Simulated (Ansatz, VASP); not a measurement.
Pt: VASP beside Ansatz

The input INCAR:

```
SYSTEM = Pt
PREC = Accurate ; ENCUT = 520
EDIFF = 1E-6 ; ISMEAR = 0
SIGMA = 0.15 ; LREAL = .FALSE.
LASPH = .TRUE. ; NELM = 100
ALGO = Fast ; ISIF = 2
LWAVE = .FALSE. ; LCHARG = .FALSE.
GGA = CA ; NBANDS = 17
```

KPOINTS

```
Automatic mesh
0
G
  18 18 10
  0 0 0
```

POSCAR

```
Pt
1.0
    2.7081940711      0.0000000000      0.0000000000
   -1.3540970355      2.3453648639      0.0000000000
    0.0000000000      0.0000000000      4.6773974959
Pt
2
Direct
    0.6666666667      0.3333333333      0.7500000000
    0.3333333333      0.6666666667      0.2500000000
```

Input for Ansatz:

```yaml
crystal:
  lattice:
    - [2.7081940711, 0.0, 0.0]
    - [-1.3540970355, 2.3453648639, 0.0]
    - [0.0, 0.0, 4.6773974959]
  atoms:
    - { symbol: Pt, position: [0.6666666667, 0.3333333333, 0.75] }
    - { symbol: Pt, position: [0.3333333333, 0.6666666667, 0.25] }
basis:
  ecutwfc: 420
kpoints:
  mp_grid: { grid: [18, 18, 10] }
hamiltonian:
  xc: lda
scf:
  occupations: { method: gaussian, width: 0.15 }
output:
  forces: true
  stress: true
  eigenvalues: true
  write_density: true
  write_potential: true
  elf: true
  volumetric_format: npy
```

Alike in both runs: task single point; functional LDA; k mesh 18 × 18 × 10; occupations gaussian, width 0.15 eV; no spin polarisation.

|  | VASP | Ansatz |
| --- | --- | --- |
| version | VASP 6.6.1 | Ansatz 0.2.0 |
| potentials or method | VASP PAW LDA potentials, release 64 (Pt), cutoff 520 eV | scalar-relativistic, plane waves, PAW |
| valence electrons in the cell | 20 | 36 |

```csv
,VASP,Ansatz,Ansatz less VASP
gap on the k mesh at the Fermi level (eV),none,none,-
pressure (GPa),0.9,0.1,-0.76
"traceless stress, the component that is largest in VASP (GPa)",-0.61,-0.28,+0.332
```

LDA's correlation is that of Perdew and Zunger in VASP and of Perdew and Wang (1992) in Ansatz. A gap of «none» marks a metal or a gap that the smearing closes. VASP's potentials hold 20 valence electrons a cell and Ansatz's 36, so a difference there can come from the potentials and not from the codes.

Spin-orbit coupling is off throughout.
